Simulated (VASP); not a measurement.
Wanted: the native input for a VASP 6.6.1 run.

- Task: single point
- Functional: LDA
- Potentials or basis: VASP PAW LDA potentials, release 64 (Si)
- Cutoff: 520 eV
- k mesh: 18 × 18 × 18
- Occupations: gaussian, width 0.02 eV
- Spin: no spin polarisation
- Dipole correction: no
- Further INCAR settings: ALGO = Normal; EDIFF = 1e-06; NBANDS = 11

The structure of Si lies in POSCAR:

```
Si
1.0
    0.0000000000      2.7011139550      2.7011139550
    2.7011139550      0.0000000000      2.7011139550
    2.7011139550      2.7011139550      0.0000000000
Si
2
Direct
    0.0000000000      0.0000000000      0.0000000000
    0.2500000000      0.2500000000      0.2500000000
```

These files were run (other wordings do the same):

INCAR

```
ALGO = Normal
EDIFF = 1E-6
ENCUT = 520
ISIF = 2
ISMEAR = 0
LASPH = True
LCHARG = False
LREAL = False
LWAVE = False
NBANDS = 11
NELM = 100
PREC = Accurate
SIGMA = 0.02
```

KPOINTS

```
k-points
0
Gamma
  18 18 18
```

Potentials or basis: VASP PAW LDA potentials, release 64 (Si).

Command:

```sh
$ cat potpaw_LDA.64/Si/POTCAR > POTCAR
$ mpirun -np 1 vasp_std > vasp.out
```

Results of the run:

```yaml
Pressure: 0.0 GPa
Band_gap_on_the_k_mesh: 0.45 eV, indirect (least direct gap 2.53 eV)
```

Wall time 32 s on 1 thread of Intel(R) Xeon(R) Platinum 8488C (Sapphire Rapids), on a shared host, peak memory 0.18 GiB.
